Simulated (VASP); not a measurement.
A run of VASP 6.6.1:

The input INCAR:

```
SYSTEM = TaN
PREC = Accurate
ENCUT = 600
EDIFF = 1E-6
ISMEAR = -1
SIGMA = 0.05
LREAL = .FALSE.
LASPH = .TRUE.
NELM = 120
ALGO = Normal
ISIF = 2
LWAVE = .FALSE.
LCHARG = .FALSE.
GGA = CA
NBANDS = 15
GGA_COMPAT = .FALSE.
```

KPOINTS

```
regular mesh
0
G
  10 10 10
  0 0 0
```

File POSCAR:

```
TaN
1.0
    0.0000000000      2.1661812927      2.1661812927
    2.1661812927      0.0000000000      2.1661812927
    2.1661812927      2.1661812927      0.0000000000
Ta N
1 1
Direct
    0.5000000000      0.5000000000      0.5000000000
    0.0000000000      0.0000000000      0.0000000000
```

Potentials or basis: VASP PAW LDA potentials, release 64 (Ta_pv, N).

The run is started by

```bash
$ cat potpaw_LDA.64/Ta_pv/POTCAR potpaw_LDA.64/N/POTCAR > POTCAR
$ mpirun -np 1 vasp_std > vasp.out
```

Hardware: 1 thread of AMD EPYC 9R45 96-Core Processor (Zen 5), with other jobs on the host.

Task: Estimate the wall time of this run.

Result: Wall time 7.7 s on 1 thread of AMD EPYC 9R45 96-Core Processor (Zen 5) (shared host), peak memory 0.11 GiB. Counts: scf iterations 12, k points 47.
